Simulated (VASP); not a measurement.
A run of VASP 6.6.1 is set up as follows.

File INCAR:

```
SYSTEM = Mg13Zn3S16
PREC = Accurate
ENCUT = 600
EDIFF = 1E-6
ISMEAR = -1
SIGMA = 0.05
LREAL = Auto
LASPH = .TRUE.
NELM = 120
ALGO = Normal
ISIF = 2
LWAVE = .FALSE.
LCHARG = .TRUE.
GGA = PS
LELF = .TRUE.
LVHAR = .TRUE.
NBANDS = 196
ISYM = 0
GGA_COMPAT = .FALSE.
```

Contents of KPOINTS:

```
Automatic mesh
0
Gamma
  1 1 1
  0.25 0.25 0.25
```

File POSCAR:

```
Mg13Zn3S16
1.0
   11.1920113341      0.0000000000      0.0000000000
    0.0000000000     11.1920113341      0.0000000000
    0.0000000000      0.0000000000     11.1920113341
Zn Mg S
6 26 32
Direct
    0.0005010000      0.0025640000      0.9986120000
    0.9996290000      0.4989410000      0.9978350000
    0.7525870000      0.2471910000      0.5003280000
    0.2465920000      0.0026270000      0.7528500000
    0.7525520000      0.0026580000      0.2493720000
    0.0002040000      0.2475740000      0.7522990000
    0.9982280000      0.0030600000      0.5023180000
    0.9986400000      0.4953430000      0.5014780000
    0.5005130000      0.0000400000      0.9999160000
    0.5017250000      0.0015340000      0.4995660000
    0.5002130000      0.4989800000      0.9998200000
    0.5023470000      0.4985040000      0.5005150000
    0.2445790000      0.2482130000      0.9966030000
    0.2482960000      0.2479930000      0.5036450000
    0.2466150000      0.7516190000      0.9980720000
    0.2493060000      0.7521520000      0.5017840000
    0.7557060000      0.2482670000      0.9997440000
    0.7534830000      0.7523160000      0.0012380000
    0.7509530000      0.7513970000      0.4981660000
    0.2480430000      0.9999400000      0.2484650000
    0.2484090000      0.4991510000      0.2480420000
    0.2461040000      0.4985200000      0.7514390000
    0.7541000000      0.0028720000      0.7497710000
    0.7526500000      0.4983500000      0.2500120000
    0.7536230000      0.4953710000      0.7501590000
    0.9967210000      0.2483890000      0.2480020000
    0.9984360000      0.7521620000      0.2464040000
    0.0015480000      0.7516040000      0.7532640000
    0.5039260000      0.2478720000      0.2519440000
    0.5002290000      0.2479040000      0.7482110000
    0.5021790000      0.7515220000      0.2496050000
    0.4984070000      0.7522190000      0.7500410000
    0.1196230000      0.1209460000      0.1212420000
    0.1238170000      0.1253560000      0.6352070000
    0.1195280000      0.6209070000      0.1186670000
    0.1232670000      0.6248000000      0.6252790000
    0.6312430000      0.1214180000      0.1274650000
    0.6308330000      0.1285740000      0.6211080000
    0.6269200000      0.6246450000      0.1251080000
    0.6270390000      0.6255540000      0.6262960000
    0.3749080000      0.3709710000      0.1241940000
    0.3742390000      0.3754260000      0.6261350000
    0.3742130000      0.8743030000      0.1244750000
    0.3695820000      0.8828990000      0.6301330000
    0.8801710000      0.3796450000      0.1199820000
    0.8764620000      0.3616120000      0.6256090000
    0.8762750000      0.8870700000      0.1236820000
    0.8757860000      0.8740570000      0.6259560000
    0.3734310000      0.1249010000      0.3751030000
    0.3711720000      0.1214310000      0.8711740000
    0.3756090000      0.6255120000      0.3752170000
    0.3734230000      0.6247970000      0.8749450000
    0.8674810000      0.1251790000      0.3748510000
    0.8846790000      0.1246070000      0.8750320000
    0.8769030000      0.6246870000      0.3749850000
    0.8794540000      0.6211640000      0.8789370000
    0.1244110000      0.3717070000      0.3744990000
    0.1141980000      0.3746020000      0.8740120000
    0.1229580000      0.8763870000      0.3754610000
    0.1238600000      0.8850920000      0.8760620000
    0.6325860000      0.3700780000      0.3803090000
    0.6258150000      0.3715650000      0.8758160000
    0.6308470000      0.8807390000      0.3696500000
    0.6273950000      0.8764230000      0.8739790000
```

Potentials or basis: VASP PAW PBE potentials, release 64 (Zn, Mg, S).

The run is started by

```sh
$ cat potpaw_PBE.64/Zn/POTCAR potpaw_PBE.64/Mg/POTCAR potpaw_PBE.64/S/POTCAR > POTCAR
$ mpirun -np 1 vasp_std > vasp.out
```

**Question.** What does it give for the pressure?

**Answer.** 0.0 GPa.

**Question.** What does it give for the largest force?

**Answer.** 0.025 eV/Å.

Forces in eV/Å, atoms in the order of the input:
```
Zn  -0.005 -0.004 -0.004
Zn  -0.004 -0.006 -0.006
Zn  -0.009 -0.005 -0.005
Zn  -0.004 -0.005 -0.007
Zn  -0.007 -0.005 -0.005
Zn  -0.004 -0.004 -0.007
Mg   0.006  0.002  0.002
Mg   0.007  0.004  0.004
Mg   0.000  0.004  0.003
Mg   0.002  0.005  0.007
Mg   0.001  0.006  0.005
Mg   0.001  0.004  0.005
Mg   0.006  0.006  0.005
Mg   0.004  0.005  0.005
Mg   0.005  0.006  0.005
Mg   0.003  0.001  0.002
Mg   0.003  0.002  0.005
Mg   0.004  0.001  0.002
Mg   0.003  0.003  0.005
Mg   0.002  0.004  0.003
Mg   0.006  0.003  0.004
Mg   0.002  0.003  0.005
Mg   0.000  0.003  0.003
Mg   0.005  0.001  0.004
Mg   0.002  0.003  0.002
Mg   0.006  0.004  0.007
Mg   0.006  0.005  0.004
Mg   0.004  0.002  0.003
Mg   0.002  0.005  0.004
Mg   0.004  0.002  0.003
Mg   0.000  0.002  0.005
Mg   0.003  0.003  0.003
S    0.009  0.010  0.010
S    0.001 -0.001 -0.019
S    0.014  0.013  0.012
S   -0.005 -0.006 -0.004
S   -0.012  0.012 -0.015
S   -0.012 -0.012  0.009
S   -0.005 -0.003 -0.005
S   -0.003 -0.004 -0.005
S   -0.007 -0.006 -0.006
S    0.000 -0.002 -0.009
S   -0.003 -0.003 -0.004
S    0.011 -0.014 -0.012
S   -0.015 -0.012  0.010
S    0.005  0.024  0.003
S   -0.002 -0.019  0.004
S   -0.003  0.000 -0.004
S   -0.002 -0.006 -0.005
S    0.014  0.011  0.012
S   -0.006 -0.005 -0.006
S   -0.002 -0.005 -0.003
S    0.022  0.002  0.002
S   -0.019 -0.001  0.003
S   -0.004 -0.004 -0.005
S   -0.012  0.008 -0.011
S   -0.006 -0.007 -0.006
S    0.020  0.006  0.002
S   -0.004 -0.008 -0.005
S    0.001 -0.018  0.001
S   -0.014  0.012 -0.015
S   -0.003 -0.004 -0.004
S   -0.011 -0.010  0.008
S   -0.001 -0.004 -0.004
```

Caveat: the PAW data sets were made with another functional, which shifts forces and pressure a little.
